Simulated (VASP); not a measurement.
Wanted: the native input for a VASP 6.6.1 run.

- Task: single point
- Functional: PBE
- Potentials or basis: VASP PAW PBE potentials, release 64 (Na_pv, H, F)
- Cutoff: 520 eV
- k mesh: 8 × 8 × 4
- Occupations: gaussian, width 0.02 eV
- Spin: no spin polarisation
- Dipole correction: no
- Further INCAR settings: ALGO = Normal; EDIFF = 1e-06; NBANDS = 29

The structure of Na4H3F lies in POSCAR:

```
Na4H3F
1.0
    3.3884124669      0.0000000000      0.0000000000
    0.0000000000      3.3884124669      0.0000000000
    0.0000000000      0.0000000000      9.5835011137
Na H F
4 3 1
Direct
    0.0000000000      0.0000000000      0.0000000000
    0.5000000000      0.5000000000      0.2465947840
    0.0000000000      0.0000000000      0.5000000000
    0.5000000000      0.5000000000      0.7534052160
    0.0000000000      0.0000000000      0.2480476681
    0.0000000000      0.0000000000      0.7519523319
    0.5000000000      0.5000000000      0.5000000000
    0.5000000000      0.5000000000      0.0000000000
```

One way to write it, as run:

INCAR

```
SYSTEM = Na4H3F
PREC = Accurate
ENCUT = 520
EDIFF = 1E-6
ISMEAR = 0
SIGMA = 0.02
LREAL = .FALSE.
LASPH = .TRUE.
NELM = 60
ALGO = Normal
ISIF = 2
LWAVE = .FALSE.
LCHARG = .TRUE.
GGA = PE
LELF = .TRUE.
LVHAR = .TRUE.
NBANDS = 29
```

KPOINTS

```
regular mesh
0
G
  8 8 4
  0 0 0
```

Potentials or basis: VASP PAW PBE potentials, release 64 (Na_pv, H, F).

Run with:

```bash
$ cat potpaw_PBE.64/Na_pv/POTCAR potpaw_PBE.64/H/POTCAR potpaw_PBE.64/F/POTCAR > POTCAR
$ mpirun -np 1 vasp_std > vasp.out
```

It gave:

```json
{"Pressure": "-0.1 GPa", "Band gap on the k mesh": "3.94 eV (least direct gap 4.64 eV)"}
```

Wall time 100 s on 1 thread of Intel(R) Xeon(R) Platinum 8488C (Sapphire Rapids) (shared host), peak memory 0.28 GiB.
